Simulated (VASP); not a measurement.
# Ta2Se (P4/nmm) in VASP: further runs

The runs below take Ta2Se through single point, relaxation of cell and atoms, with LDA.

Program: VASP 6.6.1. These are calculated values, not measurements. Logs are shortened: lines on timing, memory, paths and dates and some standing lists are left out, and cuts for length are marked.

## (1) The cell of the first run

The structure is tetragonal, space group P4/nmm (No. 129). Conventional cell: a = 3.336 Å, b = 3.336 Å, c = 9.678 Å, α = 90.00°, β = 90.00°, γ = 90.00°. Within 3.5 Å of Ta (site symmetry 4mm) lie 4 Se at 2.64 Å and 9 Ta at 2.86 to 3.34 Å. Ta (site symmetry 4mm) has 13 Ta at 2.79 to 3.34 Å and 1 Se at 2.81 Å within 3.7 Å. Within 3.5 Å of Se (site symmetry 4mm) lie 5 Ta at 2.64 to 2.81 Å and 8 Se at 3.34 to 3.50 Å.

## (2) Single point, LDA

INCAR

```
SYSTEM = Ta2Se
ALGO = Normal
EDIFF = 1E-6
ENCUT = 520
ISIF = 2
ISMEAR = 0
LASPH = .TRUE.
LCHARG = .TRUE.
LELF = .TRUE.
LREAL = .FALSE.
LVHAR = .TRUE.
LWAVE = .FALSE.
NBANDS = 37
NELM = 100
PREC = Accurate
SIGMA = 0.1
```

KPOINTS

```
k-points
0
G
  10 10 4
  0 0 0
```

POSCAR

```
Ta2Se
1.0
    3.3359530690      0.0000000000      0.0000000000
    0.0000000000      3.3359530690      0.0000000000
    0.0000000000      0.0000000000      9.6777642287
Ta Se
4 2
Direct
    0.5000000000      0.0000000000      0.7559215795
    0.0000000000      0.5000000000      0.2440784205
    0.5000000000      0.0000000000      0.0765824526
    0.0000000000      0.5000000000      0.9234175474
    0.5000000000      0.0000000000      0.3666005696
    0.0000000000      0.5000000000      0.6333994304
```

Potentials or basis: VASP PAW LDA potentials, release 64 (Ta_pv, Se).

Started as:

```
$ cat potpaw_LDA.64/Ta_pv/POTCAR potpaw_LDA.64/Se/POTCAR > POTCAR
$ mpirun -np 1 vasp_std > vasp.out
```

OUTCAR:

```text
SYSTEM = Ta2Se
   EDIFF = 1E-6
   ENCUT = 520
   ISIF = 2
   ISMEAR = 0
   LASPH = .TRUE.
   LREAL = .FALSE.
   NELM = 100
   PREC = Accurate

 ion  position               nearest neighbor table
   1  0.500  0.000  0.756-   6 2.64   6 2.64   6 2.64   6 2.64   4 2.86   4 2.86   4 2.86   4 2.86
                             3 3.10
   2  0.000  0.500  0.244-   5 2.64   5 2.64   5 2.64   5 2.64   3 2.86   3 2.86   3 2.86   3 2.86
                             4 3.10
   3  0.500  0.000  0.077-   4 2.79   4 2.79   4 2.79   4 2.79   5 2.81   2 2.86   2 2.86   2 2.86
                             2 2.86   1 3.10
   4  0.000  0.500  0.923-   3 2.79   3 2.79   3 2.79   3 2.79   6 2.81   1 2.86   1 2.86   1 2.86
                             1 2.86   2 3.10
   5  0.500  0.000  0.367-   2 2.64   2 2.64   2 2.64   2 2.64   3 2.81
   6  0.000  0.500  0.633-   1 2.64   1 2.64   1 2.64   1 2.64   4 2.81

  LATTYP: Found a simple tetragonal cell.
 ALAT       =     3.3359530690
 C/A-ratio  =     2.9010492739

  Lattice vectors:

 A1 = (   3.3359530690,   0.0000000000,   0.0000000000)
 A2 = (   0.0000000000,   3.3359530690,   0.0000000000)
 A3 = (   0.0000000000,   0.0000000000,   9.6777642287)

Analysis of symmetry for initial positions (statically):
=====================================================================
 Subroutine PRICEL returns:
 Original cell was already a primitive cell.

 Routine SETGRP: Setting up the symmetry group for a
 simple tetragonal supercell.

 Subroutine GETGRP returns: Found 16 space group operations
 (whereof  8 operations were pure point group operations)
 out of a pool of 16 trial point group operations.

The static configuration has the point symmetry D_2d.
 The point group associated with its full space group is D_4h.

Analysis of symmetry for dynamics (positions and initial velocities):
=====================================================================
 Subroutine PRICEL returns:
 Original cell was already a primitive cell.

 Routine SETGRP: Setting up the symmetry group for a
 simple tetragonal supercell.

 Subroutine GETGRP returns: Found 16 space group operations
 (whereof  8 operations were pure point group operations)
 out of a pool of 16 trial point group operations.

The dynamic configuration has the point symmetry D_2d.
 The point group associated with its full space group is D_4h.

 Subroutine INISYM returns: Found 16 space group operations
 (whereof  8 operations are pure point group operations),
 and found     1 'primitive' translations

----------------------------------------------------------------------------------------

                                     Primitive cell

  volume of cell :     107.6998

  direct lattice vectors                    reciprocal lattice vectors
     3.335953069  0.000000000  0.000000000     0.299764409  0.000000000  0.000000000
     0.000000000  3.335953069  0.000000000     0.000000000  0.299764409  0.000000000
     0.000000000  0.000000000  9.677764229     0.000000000  0.000000000  0.103329651

  length of vectors
     3.335953069  3.335953069  9.677764229     0.299764409  0.299764409  0.103329651

  position of ions in fractional coordinates (direct lattice)
     0.500000000  0.000000000  0.755921579
     0.000000000  0.500000000  0.244078421
     0.500000000  0.000000000  0.076582453
     0.000000000  0.500000000  0.923417547
     0.500000000  0.000000000  0.366600570
     0.000000000  0.500000000  0.633399430

  ion indices of the primitive-cell ions
   primitive index   ion index
                 1           1
                 2           2
                 3           3
                 4           4
                 5           5
                 6           6

----------------------------------------------------------------------------------------

 KPOINTS: k-points

Automatic generation of k-mesh.
 Grid dimensions read from file:
 generate k-points for:   10   10    4

 Generating k-lattice:

  Cartesian coordinates                     Fractional coordinates (reciprocal lattice)
     0.029976441  0.000000000  0.000000000     0.100000000  0.000000000  0.000000000
     0.000000000  0.029976441  0.000000000     0.000000000  0.100000000  0.000000000
     0.000000000  0.000000000  0.025832413     0.000000000  0.000000000  0.250000000

  Length of vectors
     0.029976441  0.029976441  0.025832413

  Shift w.r.t. Gamma in fractional coordinates (k-lattice)
     0.000000000  0.000000000  0.000000000

 Subroutine IBZKPT returns following result:
 ===========================================

 Found     63 irreducible k-points:

 Following reciprocal coordinates:
            Coordinates               Weight
  0.000000  0.000000  0.000000      1.000000
  0.100000  0.000000  0.000000      4.000000
  0.200000  0.000000  0.000000      4.000000
  0.300000  0.000000  0.000000      4.000000
  0.400000  0.000000  0.000000      4.000000
  0.500000  0.000000  0.000000      2.000000
[... 16 lines left out ...]
  0.100000  0.000000  0.250000      8.000000
  0.200000  0.000000  0.250000      8.000000
 [... further k-points ...]
   k-points           NKPTS =     63   k-points in BZ     NKDIM =     63   number of bands    NBANDS=     37
   number of dos      NEDOS =    301   number of ions     NIONS =      6
   total plane-waves  NPLWV =  56448
   dimension x,y,z NGX =    28 NGY =   28 NGZ =   72
   dimension x,y,z NGXF=    56 NGYF=   56 NGZF=  144
   ions per type =               4   2
   NGX,Y,Z   is equivalent  to a cutoff of  13.95, 13.95, 12.37 a.u.
   NGXF,Y,Z  is equivalent  to a cutoff of  27.91, 27.91, 24.74 a.u.
 SYSTEM =  Ta2Se
   PREC   = accura    normal or accurate (medium, high low for compatibility)
   ISTART =      0    job   : 0-new  1-cont  2-samecut
   ICHARG =      2    charge: 1-file 2-atom 10-const
   ISPIN  =      1    spin polarized calculation?
   LNONCOLLINEAR =      F non collinear calculations
   LSORBIT =      F    spin-orbit coupling
   LASPH  =      T    aspherical Exc in radial PAW
   ENCUT  =  520.0 eV  38.22 Ry    6.18 a.u.   6.20  6.20 17.99*2*pi/ulx,y,z
   NELM   =    100;   NELMIN=  2; NELMDL= -5     # of ELM steps
   EDIFF  = 0.1E-05   stopping-criterion for ELM
   LREAL  =      F    real-space projection
   EDIFFG = 0.1E-04   stopping-criterion for IOM
   NSW    =      0    number of steps for IOM
   IBRION =     -1    ionic relax: 0-MD 1-quasi-New 2-CG
   NFREE  =      0    steps in history (QN), initial steepest desc. (CG)
   ISIF   =      2    stress and relaxation
   ISYM   =      2    0-nonsym 1-usesym 2-fastsym
   POTIM  = 0.5000    time-step for ionic-motion
   TEBEG  =    0.0;   TEEND  =   0.0 temperature during run
   PSTRESS=    0.0 pullay stress
   NELECT =      56.0000    total number of electrons
   NUPDOWN=      -1.0000    fix difference up-down
   EMIN   =  10.00;   EMAX   =-10.00  energy-range for DOS
   EFERMI =   0.00;   METHOD = LEGACY
   ISMEAR =     0;   SIGMA  =   0.10  broadening in eV -4-tet -1-fermi 0-gaus
   EFERMI_NEDOS =   21; number of points for ismear=-14 and -15
   IALGO  =     38    algorithm
   IMIX   =      4    mixing-type and parameters
     AMIX     =   0.40;   BMIX     =  1.00
     AMIX_MAG =   1.60;   BMIX_MAG =  1.00
  volume/ion in A,a.u.               =      17.95       121.13
  Fermi-wavevector in a.u.,A,eV,Ry     =   1.316434  2.487700 23.578888  1.732999
  Thomas-Fermi vector in A             =   2.446547
   LORBIT       =      0    0 simple, 1 ext, 2 COOP (PROOUT), +10 PAW based schemes
   GGA     = CA    functional components
   LHFCALC =     F    Hartree Fock is set to
   AEXX    =    0.0000 exact exchange contribution
   IVDW    =     0    specifies the selected vdW correction
   LEPSILON=     F    determine dielectric tensor
   LRPA    =     F    only Hartree local field effects (RPA)
 non-spin polarized calculation
 Gauss-broadening in eV      SIGMA  =   0.10
  energy-cutoff  :      520.00
  volume of cell :      107.70
 maximum number of plane-waves:      2928
 NGX is ok and might be reduce to    28
   NGX = 13   NGY = 13   NGZ = 35

 number of electron      55.9999995 magnetization

 Free energy of the ion-electron system (eV)
  ---------------------------------------------------
  ext. energy  EPLUGINS =         0.00000000
  ---------------------------------------------------
  free energy    TOTEN  =       -62.55938911 eV

  energy without entropy =      -62.54175614  energy(sigma->0) =      -62.55057262

 E-fermi :   6.7671     XC(G=0): -12.1917

 val. band max:        6.7625339324   @ k =   0.3000   0.1000   0.0000
 cond. band min:       6.7721398634   @ k =   0.1000   0.1000   0.5000
 fundamental gap:      0.0096059309
 Fermi energy:         6.7670767895

 k-point     1 :       0.0000    0.0000    0.0000
  band No.  band energies     occupation
      1     -27.9787      2.00000
      2     -27.9787      2.00000
      3     -27.9511      2.00000
      4     -27.9511      2.00000
      5     -27.9131      2.00000
      6     -27.8499      2.00000
[... 29 lines left out ...]
     36       9.3639      0.00000
     37       9.3887      0.00000

 k-point     2 :       0.1000    0.0000    0.0000
  band No.  band energies     occupation
      1     -27.9990      2.00000
      2     -27.9874      2.00000
      3     -27.9709      2.00000
      4     -27.9463      2.00000
      5     -27.9231      2.00000
      6     -27.8488      2.00000
[... 29 lines left out ...]
     36       9.4633      0.00000
     37       9.5532      0.00000

 k-point     3 :       0.2000    0.0000    0.0000
  band No.  band energies     occupation
      1     -28.0721      2.00000
      2     -28.0527      2.00000
      3     -27.9507      2.00000
      4     -27.9498      2.00000
      5     -27.9334      2.00000
      6     -27.8506      2.00000
[... 29 lines left out ...]
     36       9.3540      0.00000
     37       9.9149      0.00000
[... 761 lines left out ...]
 k-point    23 :       0.1000    0.0000    0.2500
  band No.  band energies     occupation
      1     -27.9990      2.00000
      2     -27.9874      2.00000
      3     -27.9709      2.00000
      4     -27.9463      2.00000
      5     -27.9235      2.00000
      6     -27.8483      2.00000
[... 29 lines left out ...]
     36       9.3242      0.00000
     37       9.6827      0.00000

 k-point    24 :       0.2000    0.0000    0.2500
  band No.  band energies     occupation
      1     -28.0721      2.00000
      2     -28.0527      2.00000
      3     -27.9507      2.00000
      4     -27.9501      2.00000
      5     -27.9334      2.00000
      6     -27.8502      2.00000
[... 29 lines left out ...]
     36       9.5835      0.00000
     37       9.9000      0.00000

 [... further k-points ...]
[... 5 lines left out ...]
  --------------------------------------------------------------------------------------
  -------------------------------------------------------------------------------------
  Total        0.5799670      0.5799670      0.4952525      0.0000000      0.0000000     -0.0000000
  in kB        8.6277780      8.6277780      7.3675380      0.0000000      0.0000000     -0.0000000
  external PRESSURE =       8.2076980 kB  Pullay stress =       0.0000000 kB

 VOLUME and BASIS-vectors are now :
 -----------------------------------------------------------------------------
  energy-cutoff  :      520.00
  volume of cell :      107.70
      direct lattice vectors                 reciprocal lattice vectors
     3.335953069  0.000000000  0.000000000     0.299764409  0.000000000  0.000000000
     0.000000000  3.335953069  0.000000000     0.000000000  0.299764409  0.000000000
     0.000000000  0.000000000  9.677764229     0.000000000  0.000000000  0.103329651

 POSITION                                       TOTAL-FORCE (eV/Angst)
 -----------------------------------------------------------------------------------
      1.66798      0.00000      7.31563         0.000000      0.000000     -0.018998
      0.00000      1.66798      2.36213         0.000000      0.000000      0.018998
      1.66798      0.00000      0.74115        -0.000000     -0.000000     -0.015514
      0.00000      1.66798      8.93662         0.000000      0.000000      0.015514
      1.66798      0.00000      3.54787         0.000000      0.000000      0.059418
      0.00000      1.66798      6.12989        -0.000000     -0.000000     -0.059418
 -----------------------------------------------------------------------------------
    total drift:                                0.000000      0.000000      0.000000

  FREE ENERGIE OF THE ION-ELECTRON SYSTEM (eV)
  ---------------------------------------------------
  free  energy   TOTEN  =       -62.5593891095 eV

  energy  without entropy=      -62.5417561358  energy(sigma->0) =      -62.55057262
```

Run time: 91 s. Hardware: 1 thread of Intel Xeon 6975P-C (Granite Rapids), shared host; peak memory 0.32 GiB.

What came out:

```yaml
Free_energy: -62.5594 eV
Pressure: 0.8 GPa
Largest_force: 0.059 eV/Å
Band_gap_on_the_k_mesh: zero (band 28 reaches 6.95 eV, above the bottom of band 29 at 6.58 eV)
```

Forces in eV/Å, atoms in the order of the input:
```
Ta   0.000  0.000 -0.019
Ta   0.000  0.000  0.019
Ta   0.000  0.000 -0.016
Ta   0.000  0.000  0.016
Se   0.000  0.000  0.059
Se   0.000  0.000 -0.059
```

Caveat: spin-orbit coupling is left out, which moves the levels of the heavy elements.

## (3) Relaxation of cell and atoms, LDA

This run uses another cell than the first one, of 18.15 Å³/atom, 1.011 times its volume.

INCAR

```
ALGO = Normal
EDIFF = 1E-6
EDIFFG = -0.005
ENCUT = 600
GGA = CA
IBRION = 2
ISIF = 3
ISMEAR = 0
LASPH = T
LCHARG = F
LREAL = F
LWAVE = F
NELM = 100
NSW = 70
PREC = Accurate
SIGMA = 0.1
```

KPOINTS

```
k-points
0
Gamma
  10 10 4
```

POSCAR

```
Ta2Se
1.0
    3.3641499081      0.0000000000      0.0000000000
    0.0000000000      3.3641499081      0.0000000000
    0.0000000000      0.0000000000      9.6196537257
Ta Se
4 2
Direct
    0.5000000000      0.0000000000      0.7507982794
    0.0000000000      0.5000000000      0.2492017206
    0.5000000000      0.0000000000      0.0785342111
    0.0000000000      0.5000000000      0.9214657889
    0.5000000000      0.0000000000      0.3731801085
    0.0000000000      0.5000000000      0.6268198915
```

Potentials or basis: VASP PAW LDA potentials, release 64 (Ta_pv, Se).

Started as:

```
$ cat potpaw_LDA.64/Ta_pv/POTCAR potpaw_LDA.64/Se/POTCAR > POTCAR
$ mpirun -np 1 vasp_std > vasp.out
```

It took 29 min on 1 thread of Intel Xeon 6975P-C (Granite Rapids), shared host; peak memory 0.41 GiB.

It converged, with:

* Free energy: -62.5613 eV
* Relaxed volume: 18.02 Å³/atom
* Relaxed cell: a = 3.341 Å, b = 3.341 Å, c = 9.685 Å, α = 90.00°, β = 90.00°, γ = 90.00°
* Space group after relaxing (to 0.05 Å): P4/nmm (No. 129)
* Energy gained by relaxing: 6.6 meV/atom
* Ionic steps: 36
* Pressure after relaxing: 0.0 GPa
* Largest force after relaxing: 0.005 eV/Å
* Band gap on the k mesh: zero (band 28 reaches 6.91 eV, above the bottom of band 29 at 6.55 eV)

Forces in eV/Å, atoms in the order of the input:
```
Ta   0.000  0.000  0.003
Ta   0.000  0.000 -0.003
Ta   0.000  0.000 -0.003
Ta   0.000  0.000  0.003
Se   0.000  0.000  0.005
Se   0.000  0.000 -0.005
```

The path:
```
step  energy change (eV)  largest force (eV/Å)  pressure (GPa)  volume (Å³)
   1              0.0000                0.3423           -3.98       108.87
   2              0.1132                0.4837            9.93       101.92
   3             -0.0313                0.1029            0.03       106.61
   4             -0.0313                0.1021            0.09       106.56
   5             -0.0313                0.1024            0.17       106.52
   6             -0.0328                0.0741            0.19       106.59
   7             -0.0332                0.0662            0.18       106.66
   8             -0.0345                0.0674           -0.15       106.98
   9             -0.0351                0.0709           -0.74       107.54
  10             -0.0355                0.0689           -0.71       107.56
  11             -0.0363                0.0623           -0.60       107.62
  12             -0.0375                0.0986           -0.39       107.75
  13             -0.0377                0.1966            0.05       108.00
  14             -0.0379                0.1511           -0.15       107.88
  15             -0.0386                0.1151           -0.04       107.84
  16             -0.0394                0.0305            0.29       107.72
  17             -0.0396                0.0270            0.06       107.86
  18             -0.0396                0.0266            0.01       107.90
  19             -0.0396                0.0267           -0.01       107.91
  20             -0.0396                0.0269           -0.03       107.90
  21             -0.0396                0.0188            0.00       107.91
  22             -0.0397                0.0144           -0.02       107.93
  23             -0.0397                0.0133           -0.03       107.93
  24             -0.0397                0.0089            0.02       107.90
  25             -0.0397                0.0076            0.04       107.90
  26             -0.0397                0.0067            0.05       107.91
  27             -0.0397                0.0069            0.04       107.94
  28             -0.0397                0.0177            0.02       108.00
  29             -0.0398                0.0165            0.01       108.02
  30             -0.0398                0.0138           -0.03       108.08
  31             -0.0397                0.0081           -0.12       108.21
  32             -0.0398                0.0118           -0.11       108.14
  33             -0.0398                0.0130           -0.09       108.11
  34             -0.0398                0.0096           -0.05       108.11
  35             -0.0398                0.0057            0.00       108.10
  36             -0.0398                0.0049            0.00       108.10
```

Final structure:
```
Ta Se
1.0
     3.34101    0.00000    0.00000
     0.00000    3.34101    0.00000
     0.00000    0.00000    9.68464
Ta Se
4 2
Cartesian
  1.6705 0.0000 7.3190
  3.3410 1.6705 2.3657
  1.6705 0.0000 0.7419
  0.0000 1.6705 8.9427
  1.6705 0.0000 3.5530
  0.0000 1.6705 6.1317
```

Levels at points of the mesh, in eV from the Fermi level:
```
           k point  band 26  band 27  band 28  band 29  band 30  band 31
(0.00, 0.00, 0.00)    -0.23     0.17     0.17     0.38     0.38     0.66
(0.50, 0.00, 0.00)    -1.49    -1.11    -1.11     0.63     0.63     1.28
(0.50, 0.50, 0.00)    -1.93    -0.23    -0.23     1.34     1.34     2.81
(0.00, 0.00, 0.50)    -0.23     0.17     0.17     0.36     0.36     0.66
(0.50, 0.00, 0.50)    -1.54    -0.99    -0.99     0.82     0.82     1.54
(0.50, 0.50, 0.50)    -1.93    -0.19    -0.19     0.78     0.78     2.87
```

Caveat: spin-orbit coupling is left out, which moves the levels of the heavy elements. Zero-point motion and thermal expansion aren't in these numbers.
